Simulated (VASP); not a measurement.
Write the native input for VASP 6.6.1 that does the following.

```yaml
Task: single point
Functional: r2SCAN
Potentials_or_basis: VASP PAW PBE potentials, release 64 (Cs_sv, Tl_d)
Cutoff: 550 eV
k_mesh: 4 × 4 × 4
Occupations: tetrahedron
Spin: no spin polarisation
Dipole_correction: no
Further_INCAR_settings: ALGO = Normal; EDIFF = 1e-06; NBANDS = 18
```

Crystal: CsTl.

```
CELL_PARAMETERS angstrom
4.18692 0.00000 0.00000
0.00000 4.18692 0.00000
0.00000 0.00000 4.18692
ATOMIC_POSITIONS crystal
Cs 0.00000 0.00000 0.00000
Tl 0.50000 0.50000 0.50000
```

These files were run (other wordings do the same):

POSCAR

```
CsTl
1.0
    4.1869210000      0.0000000000      0.0000000000
    0.0000000000      4.1869210000      0.0000000000
    0.0000000000      0.0000000000      4.1869210000
Cs Tl
1 1
Direct
    0.0000000000      0.0000000000      0.0000000000
    0.5000000000      0.5000000000      0.5000000000
```

INCAR.step1

```
SYSTEM = CsTl
PREC     = Accurate       ! precision mode
ENCUT    = 550            ! plane-wave cutoff, eV
ISMEAR   = -4             ! smearing method
SIGMA    = 0.1            ! smearing width, eV
LREAL    = .FALSE.        ! projectors in reciprocal space
LASPH    = .TRUE.         ! aspherical terms in the spheres
NELM     = 120            ! most SCF steps
NBANDS   = 18             ! bands
GGA      = PE             ! functional
ALGO     = Normal         ! electronic algorithm
EDIFF    = 1E-5           ! SCF threshold, eV
LWAVE    = .TRUE.         ! write WAVECAR
LCHARG   = .FALSE.        ! write CHGCAR
GGA_COMPAT= .FALSE.
```

INCAR.step2

```
SYSTEM = CsTl
PREC     = Accurate       ! precision mode
ENCUT    = 550            ! plane-wave cutoff, eV
EDIFF    = 1E-6           ! SCF threshold, eV
ISMEAR   = -4             ! smearing method
SIGMA    = 0.1            ! smearing width, eV
LREAL    = .FALSE.        ! projectors in reciprocal space
LASPH    = .TRUE.         ! aspherical terms in the spheres
NELM     = 120            ! most SCF steps
ALGO     = Normal         ! electronic algorithm
ISIF     = 2              ! what is computed and relaxed
LWAVE    = .FALSE.        ! write WAVECAR
LCHARG   = .FALSE.        ! write CHGCAR
METAGGA  = R2SCAN         ! meta-GGA
LMIXTAU  = .TRUE.       
NBANDS   = 18             ! bands
ISTART   = 1            
GGA_COMPAT= .FALSE.
```

KPOINTS

```
Automatic mesh
0
G
  4 4 4
  0 0 0
```

Potentials or basis: VASP PAW PBE potentials, release 64 (Cs_sv, Tl_d).

Launch:

```bash
$ cat potpaw_PBE.64/Cs_sv/POTCAR potpaw_PBE.64/Tl_d/POTCAR > POTCAR
$ cp INCAR.step1 INCAR
$ mpirun -np 1 vasp_std > vasp.out
$ cp INCAR.step2 INCAR
$ mpirun -np 1 vasp_std > vasp.out
```

It gave:

| Property | Result |
| --- | --- |
| Pressure | 5.7 GPa |
| Band gap on the k mesh | zero (bands 11 and 12 overlap by 3.38 eV) |

Caveat: the k points lie up to 0.38 Å⁻¹ apart, too coarse for converged energies and pressures of a metal; the PAW data sets were made with another functional, which shifts forces and pressure a little; spin-orbit coupling is left out, which moves the levels of the heavy elements.

Run time: 84 s on 1 thread of Intel Xeon 8259CL, on a shared host, peak memory 0.19 GiB.
